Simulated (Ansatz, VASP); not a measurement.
MgO in VASP and in Ansatz

INCAR

```
SYSTEM = MgO
PREC = Accurate
ENCUT = 840
EDIFF = 1E-6
ISMEAR = -1
SIGMA = 0.003
LREAL = .False.
LASPH = .True.
NELM = 120
ALGO = Normal
ISIF = 2
LWAVE = .False.
LCHARG = .True.
GGA = PE
LELF = .True.
LVHAR = .True.
NBANDS = 15
GGA_COMPAT = .False.
```

File KPOINTS:

```
regular mesh
0
Gamma
  8 8 8
  0 0 0
```

The input POSCAR:

```
MgO
1.0
    0.0000000000      2.1462000000      2.1462000000
    2.1462000000      0.0000000000      2.1462000000
    2.1462000000      2.1462000000      0.0000000000
Mg O
1 1
Direct
    0.0000000000      0.0000000000      0.0000000000
    0.5000000000      0.5000000000      0.5000000000
```

Input for Ansatz:

```yaml
crystal:
  lattice:
    - [0.0, 2.1462, 2.1462]
    - [2.1462, 0.0, 2.1462]
    - [2.1462, 2.1462, 0.0]
  atoms:
    - { symbol: Mg, position: [0.0, 0.0, 0.0] }
    - { symbol: O, position: [0.5, 0.5, 0.5] }
hamiltonian:
  xc: pbe
  pseudopotentials: { kind: paw }
basis:
  ecutwfc: 420
kpoints:
  mp_grid: { grid: [8, 8, 8] }
scf:
  occupations: { method: fermi_dirac, width: 0.003 }
  lower_state_search: "off"
  algorithm: density_mixing
  max_iter: 80
  mixing: {}
output:
  forces: true
  stress: true
```

Alike in both runs: task single point; functional PBE; k mesh 8 × 8 × 8; occupations fermi-dirac, width 0.003 eV; no spin polarisation.

|  | VASP | Ansatz |
| --- | --- | --- |
| version | VASP 6.6.1 | Ansatz 0.2.0 |
| potentials or method | VASP PAW PBE potentials, release 64 (Mg_sv, O), cutoff 840 eV | PAW, plane waves, scalar-relativistic |
| valence electrons in the cell | 16 | 16 |

```tsv
	VASP	Ansatz	Ansatz less VASP
pressure (GPa)	-3.8	-3.8	-0.01
```
